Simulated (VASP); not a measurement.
# NbTe (P-6m2) in VASP: notebook, part 2 of 2

VASP 6.6.1.

## 4. Single point, PBE

This run uses another cell than the first one, of 22.15 Å³/atom, 1.063 times its volume.

Contents of INCAR:

```
ALGO = Normal
EDIFF = 1E-7
ENCUT = 520
GGA = PE
ISIF = 2
ISMEAR = -1
LASPH = True
LCHARG = False
LREAL = False
LWAVE = False
NBANDS = 16
NELM = 80
PREC = Accurate
SIGMA = 0.05
```

Contents of KPOINTS:

```
k-points
0
Gamma
  7 7 6
```

Contents of POSCAR:

```
NbTe
1.0
    3.7152763296      0.0000000000      0.0000000000
   -1.8576381648      3.2175241314      0.0000000000
    0.0000000000      0.0000000000      3.7064842164
Nb Te
1 1
Direct
    0.0000000000      0.0000000000      0.5000000000
    0.6666666667      0.3333333333      0.0000000000
```

Potentials or basis: VASP PAW PBE potentials, release 64 (Nb_sv, Te).

Started as:

```console
$ cat potpaw_PBE.64/Nb_sv/POTCAR potpaw_PBE.64/Te/POTCAR > POTCAR
$ mpirun -np 1 vasp_std > vasp.out
```

OUTCAR:

```text
EDIFF = 1E-7
   ENCUT = 520
   GGA = PE
   ISIF = 2
   ISMEAR = -1
   LASPH = True
   LREAL = False
   NELM = 80
   PREC = Accurate

 ion  position               nearest neighbor table
   1  0.000  0.000  0.500-   2 2.83   2 2.83   2 2.83   2 2.83   2 2.83   2 2.83
   2  0.667  0.333  0.000-   1 2.83   1 2.83   1 2.83   1 2.83   1 2.83   1 2.83

  LATTYP: Found a hexagonal cell.
 ALAT       =     3.7152763296
 C/A-ratio  =     0.9976335237

  Lattice vectors:

 A1 = (   3.7152763296,   0.0000000000,   0.0000000000)
 A2 = (  -1.8576381648,   3.2175241314,   0.0000000000)
 A3 = (   0.0000000000,   0.0000000000,   3.7064842164)

Analysis of symmetry for initial positions (statically):
=====================================================================
 Subroutine PRICEL returns:
 Original cell was already a primitive cell.

 Routine SETGRP: Setting up the symmetry group for a
 hexagonal supercell.

 Subroutine GETGRP returns: Found 12 space group operations
 (whereof 12 operations were pure point group operations)
 out of a pool of 24 trial point group operations.

The static configuration has the point symmetry D_3h.

Analysis of symmetry for dynamics (positions and initial velocities):
=====================================================================
 Subroutine PRICEL returns:
 Original cell was already a primitive cell.

 Routine SETGRP: Setting up the symmetry group for a
 hexagonal supercell.

 Subroutine GETGRP returns: Found 12 space group operations
 (whereof 12 operations were pure point group operations)
 out of a pool of 24 trial point group operations.

The dynamic configuration has the point symmetry D_3h.

 Subroutine INISYM returns: Found 12 space group operations
 (whereof 12 operations are pure point group operations),
 and found     1 'primitive' translations

----------------------------------------------------------------------------------------

                                     Primitive cell

  volume of cell :      44.3073

  direct lattice vectors                    reciprocal lattice vectors
     3.715276330  0.000000000  0.000000000     0.269158983  0.155398990  0.000000000
    -1.857638165  3.217524131  0.000000000     0.000000000  0.310797980  0.000000000
     0.000000000  0.000000000  3.706484216     0.000000000  0.000000000  0.269797453

  length of vectors
     3.715276330  3.715276717  3.706484216     0.310798012  0.310797980  0.269797453

  position of ions in fractional coordinates (direct lattice)
     0.000000000  0.000000000  0.500000000
     0.666666667  0.333333333  0.000000000

  ion indices of the primitive-cell ions
   primitive index   ion index
                 1           1
                 2           2

----------------------------------------------------------------------------------------

 KPOINTS: k-points

Automatic generation of k-mesh.
 Grid dimensions read from file:
 generate k-points for:    7    7    6

 Generating k-lattice:

  Cartesian coordinates                     Fractional coordinates (reciprocal lattice)
     0.038451283  0.022199856  0.000000000     0.142857143  0.000000000  0.000000000
     0.000000000  0.044399711  0.000000000     0.000000000  0.142857143  0.000000000
     0.000000000  0.000000000  0.044966242     0.000000000  0.000000000  0.166666667

  Length of vectors
     0.044399716  0.044399711  0.044966242

  Shift w.r.t. Gamma in fractional coordinates (k-lattice)
     0.000000000  0.000000000  0.000000000

 Subroutine IBZKPT returns following result:
 ===========================================

 Found     32 irreducible k-points:

 Following reciprocal coordinates:
            Coordinates               Weight
  0.000000  0.000000  0.000000      1.000000
  0.142857  0.000000  0.000000      6.000000
  0.285714 -0.000000  0.000000      6.000000
  0.428571 -0.000000  0.000000      6.000000
  0.142857  0.142857  0.000000      6.000000
  0.285714  0.142857  0.000000     12.000000
[... 16 lines left out ...]
  0.428571  0.142857  0.333333     12.000000
  0.285714  0.285714  0.333333     12.000000
 [... further k-points ...]
   k-points           NKPTS =     32   k-points in BZ     NKDIM =     32   number of bands    NBANDS=     16
   number of dos      NEDOS =    301   number of ions     NIONS =      2
   total plane-waves  NPLWV =  21952
   dimension x,y,z NGX =    28 NGY =   28 NGZ =   28
   dimension x,y,z NGXF=    56 NGYF=   56 NGZF=   56
   ions per type =               1   1
   NGX,Y,Z   is equivalent  to a cutoff of  12.53, 12.53, 12.56 a.u.
   NGXF,Y,Z  is equivalent  to a cutoff of  25.06, 25.06, 25.12 a.u.
 SYSTEM =  unknown system
   PREC   = accura    normal or accurate (medium, high low for compatibility)
   ISTART =      0    job   : 0-new  1-cont  2-samecut
   ICHARG =      2    charge: 1-file 2-atom 10-const
   ISPIN  =      1    spin polarized calculation?
   LNONCOLLINEAR =      F non collinear calculations
   LSORBIT =      F    spin-orbit coupling
   LASPH  =      T    aspherical Exc in radial PAW
   ENCUT  =  520.0 eV  38.22 Ry    6.18 a.u.   6.91  6.91  6.89*2*pi/ulx,y,z
   NELM   =     80;   NELMIN=  2; NELMDL= -5     # of ELM steps
   EDIFF  = 0.1E-06   stopping-criterion for ELM
   LREAL  =      F    real-space projection
   EDIFFG = 0.1E-05   stopping-criterion for IOM
   NSW    =      0    number of steps for IOM
   IBRION =     -1    ionic relax: 0-MD 1-quasi-New 2-CG
   NFREE  =      0    steps in history (QN), initial steepest desc. (CG)
   ISIF   =      2    stress and relaxation
   ISYM   =      2    0-nonsym 1-usesym 2-fastsym
   POTIM  = 0.5000    time-step for ionic-motion
   TEBEG  =    0.0;   TEEND  =   0.0 temperature during run
   PSTRESS=    0.0 pullay stress
   NELECT =      19.0000    total number of electrons
   NUPDOWN=      -1.0000    fix difference up-down
   EMIN   =  10.00;   EMAX   =-10.00  energy-range for DOS
   EFERMI =   0.00;   METHOD = LEGACY
   ISMEAR =    -1;   SIGMA  =   0.05  broadening in eV -4-tet -1-fermi 0-gaus
   EFERMI_NEDOS =   21; number of points for ismear=-14 and -15
   IALGO  =     38    algorithm
   IMIX   =      4    mixing-type and parameters
     AMIX     =   0.40;   BMIX     =  1.00
     AMIX_MAG =   1.60;   BMIX_MAG =  1.00
  volume/ion in A,a.u.               =      22.15       149.50
  Fermi-wavevector in a.u.,A,eV,Ry     =   1.234528  2.332920 20.736092  1.524060
  Thomas-Fermi vector in A             =   2.369215
   LORBIT       =      0    0 simple, 1 ext, 2 COOP (PROOUT), +10 PAW based schemes
   GGA     = PE    functional components
   LHFCALC =     F    Hartree Fock is set to
   AEXX    =    0.0000 exact exchange contribution
   IVDW    =     0    specifies the selected vdW correction
   LEPSILON=     F    determine dielectric tensor
   LRPA    =     F    only Hartree local field effects (RPA)
 non-spin polarized calculation
  energy-cutoff  :      520.00
  volume of cell :       44.31
 maximum number of plane-waves:      1202
 NGX is ok and might be reduce to    28
   NGX = 13   NGY = 13   NGZ = 13

 number of electron      18.9999999 magnetization

 Free energy of the ion-electron system (eV)
  ---------------------------------------------------
  ext. energy  EPLUGINS =         0.00000000
  ---------------------------------------------------
  free energy    TOTEN  =       -13.63163353 eV

  energy without entropy =      -13.61902417  energy(sigma->0) =      -13.62532885

 E-fermi :  10.8511     XC(G=0): -11.2288

 val. band max:       10.8112066879   @ k =   0.2857  -0.0000   0.0000
 cond. band min:      10.8576365741   @ k =   0.2857  -0.0000   0.3333
 fundamental gap:      0.0464298862
 Fermi energy:        10.8511220369

 k-point     1 :       0.0000    0.0000    0.0000
  band No.  band energies     occupation
      1     -44.7179      2.00000
      2     -20.9110      2.00000
      3     -20.7155      2.00000
      4     -20.7155      2.00000
      5      -3.2948      2.00000
      6       7.7648      2.00000
[... 8 lines left out ...]
     15      16.7870      0.00000
     16      17.8565      0.00000
[... 419 lines left out ...]
 k-point    24 :       0.2857    0.2857    0.3333
  band No.  band energies     occupation
      1     -44.7054      2.00000
      2     -20.9575      2.00000
      3     -20.8055      2.00000
      4     -20.7702      2.00000
      5      -1.2867      2.00000
      6       4.9005      2.00000
[... 8 lines left out ...]
     15      16.2092      0.00000
     16      18.8831      0.00000

 [... further k-points ...]

------------------------ aborting loop because EDIFF is reached ----------------------------------------

  FORCE on cell =-STRESS in cart. coord.  units (eV):
  Direction    XX          YY          ZZ          XY          YZ          ZX
  --------------------------------------------------------------------------------------
  -------------------------------------------------------------------------------------
  Total       -0.5388413     -0.5388415     -0.5543503      0.0000000      0.0000000      0.0000000
  in kB      -19.4848201    -19.4848255    -20.0456326      0.0000000      0.0000000      0.0000000
  external PRESSURE =     -19.6717594 kB  Pullay stress =       0.0000000 kB

 VOLUME and BASIS-vectors are now :
 -----------------------------------------------------------------------------
  energy-cutoff  :      520.00
  volume of cell :       44.31
      direct lattice vectors                 reciprocal lattice vectors
     3.715276330  0.000000000  0.000000000     0.269158983  0.155398990  0.000000000
    -1.857638165  3.217524131  0.000000000     0.000000000  0.310797980  0.000000000
     0.000000000  0.000000000  3.706484216     0.000000000  0.000000000  0.269797453

 POSITION                                       TOTAL-FORCE (eV/Angst)
 -----------------------------------------------------------------------------------
      0.00000      0.00000      1.85324         0.000000      0.000000      0.000000
      1.85764      1.07251      0.00000        -0.000000     -0.000000      0.000000
 -----------------------------------------------------------------------------------
    total drift:                               -0.000000     -0.000007     -0.000000

  FREE ENERGIE OF THE ION-ELECTRON SYSTEM (eV)
  ---------------------------------------------------
  free  energy   TOTEN  =       -13.6316335310 eV

  energy  without entropy=      -13.6190241658  energy(sigma->0) =      -13.62532885
```

stdout:

```text
POSCAR found type information on POSCAR NbTe
 POSCAR found :  2 types and       2 ions
 scaLAPACK will be used
 LDA part: xc-table for (Slater+PW92), standard interpolation
 POSCAR, INCAR and KPOINTS ok, starting setup
 FFT: planning ... GRIDC
 FFT: planning ... GRID_SOFT
 FFT: planning ... GRID
 WAVECAR not read
 entering main loop
```

Run time: 13 s. Hardware: 1 thread of Intel Xeon Platinum 8488C (Sapphire Rapids), shared host; peak memory 0.16 GiB.

What came out:

| Quantity | Value |
| --- | --- |
| Free energy | -13.6316 eV |
| Pressure | -2.0 GPa |

Caveat: spin-orbit coupling is left out, which moves the levels of the heavy elements.

## 5. Summary

| cell | gap on the mesh (eV) | pressure (GPa) |
| --- | --- | --- |
| a = 3.640, b = 3.640, c = 3.632 Å, angles 90.0, 90.0, 120.0°, 2 atoms | none | 6.0 |
| a = 3.678, b = 3.678, c = 3.669 Å, angles 90.0, 90.0, 120.0°, 2 atoms | none | 1.7 |
| a = 3.715, b = 3.715, c = 3.706 Å, angles 90.0, 90.0, 120.0°, 2 atoms | none | -2.0 |

Alike in all rows: task single point; level PBE; potentials or basis VASP PAW PBE potentials, release 64 (Nb_sv, Te); no spin polarisation; k mesh 7 × 7 × 6; cutoff (eV) 520; smearing fermi-dirac 0.05 eV.

Caveats: spin-orbit coupling is left out, which moves the levels of the heavy elements.

Absolute energies hang on the potentials; compare differences alone.
